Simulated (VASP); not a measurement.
Runs of VASP 6.6.1 on Li2Se. The structure is that of space group Fm-3m (No. 225), or close to it. The cells are those of the table. 

| task | level | potentials or basis | spin | cell | k mesh | cutoff (eV) | smearing | grid for exact exchange (PRECFOCK) | share of exact exchange | screening parameter | gap on the mesh (eV) | pressure (GPa) | relaxed volume (Å³/atom) |
| --- | --- | --- | --- | --- | --- | --- | --- | --- | --- | --- | --- | --- | --- |
| relaxation of cell and atoms | PBE | VASP PAW PBE potentials, release 64 (Li_sv, Se) | off | relaxed from a = 4.246 Å, angles 60.0°, 3 atoms | 6 × 6 × 6 | 750 | fermi-dirac 0.02 eV | - | - | - | 2.97 | 0.0 | - |
| single point | PBEsol | VASP PAW PBE potentials, release 64 (Li_sv, Se) | off | a = 4.204 Å, angles 60.0°, 3 atoms | 6 × 6 × 6 | 750 | fermi-dirac 0.02 eV | - | - | - | 2.81 | 0.0 | - |
| relaxation of cell and atoms | PBEsol | VASP PAW PBE potentials, release 64 (Li_sv, Se) | off | relaxed from a = 4.246 Å, angles 60.0°, 3 atoms | 6 × 6 × 6 | 750 | fermi-dirac 0.02 eV | - | - | - | 2.81 | 0.0 | (a) |
| single point | LDA | VASP PAW LDA potentials, release 64 (Li_sv, Se) | off | a = 4.233 Å, angles 60.0°, 3 atoms | 8 × 8 × 8 | 750 | gaussian 0.01 eV | - | - | - | 2.80 | -2.4 | - |
| single point | LDA | VASP PAW LDA potentials, release 64 (Li_sv, Se) | off | a = 4.135 Å, angles 60.0°, 3 atoms | 6 × 6 × 6 | 750 | fermi-dirac 0.02 eV | - | - | - | 2.74 | 0.0 | - |
| single point | PBE | VASP PAW PBE potentials, release 64 (Li_sv, Se) | off | a = 4.246 Å, angles 60.0°, 3 atoms | 6 × 6 × 6 | 750 | fermi-dirac 0.02 eV | - | - | - | 2.97 | 0.0 | - |
| relaxation of cell and atoms | r2SCAN | VASP PAW PBE potentials, release 64 (Li_sv, Se) | off | relaxed from a = 4.246 Å, angles 60.0°, 3 atoms | 6 × 6 × 6 | 830 | fermi-dirac 0.02 eV | - | - | - | (c) | 0.0 | 17.81 |
| single point | PBE | VASP PAW PBE potentials, release 64 (Li_sv, Se) | non-collinear, zero start, SOC | a = 4.233 Å, angles 60.0°, 3 atoms | 8 × 8 × 8 | 750 | gaussian 0.01 eV | - | - | - | - | (b) | - |
| single point | HSE06 | VASP PAW PBE potentials, release 64 (Li_sv, Se) | off | a = 4.224 Å, angles 60.0°, 3 atoms | 4 × 4 × 4 | 650 | fermi-dirac 0.02 eV | Normal | 0.25 | 0.2079 1/Å | 3.82 | -0.2 | - |
| relaxation of cell and atoms | LDA | VASP PAW LDA potentials, release 64 (Li_sv, Se) | off | relaxed from a = 4.246 Å, angles 60.0°, 3 atoms | 6 × 6 × 6 | 750 | fermi-dirac 0.02 eV | - | - | - | 2.74 | 0.0 | 16.68 |
| single point | r2SCAN | VASP PAW PBE potentials, release 64 (Li_sv, Se) | off | a = 4.233 Å, angles 60.0°, 3 atoms | 6 × 6 × 6 | 830 | fermi-dirac 0.02 eV | - | - | - | 3.46 | -0.2 | - |

Fill in the values left out.

(a) 17.52; (b) 0.3; (c) 3.45.

Caveats: some runs use coarse meshes; the PAW data sets were made with another functional, which shifts forces and pressure a little (at least some runs); the relaxation stopped at its first step, so nothing moved (at least some runs).

A k mesh can miss the band edges, and rows without SOC leave out spin-orbit coupling on Se.
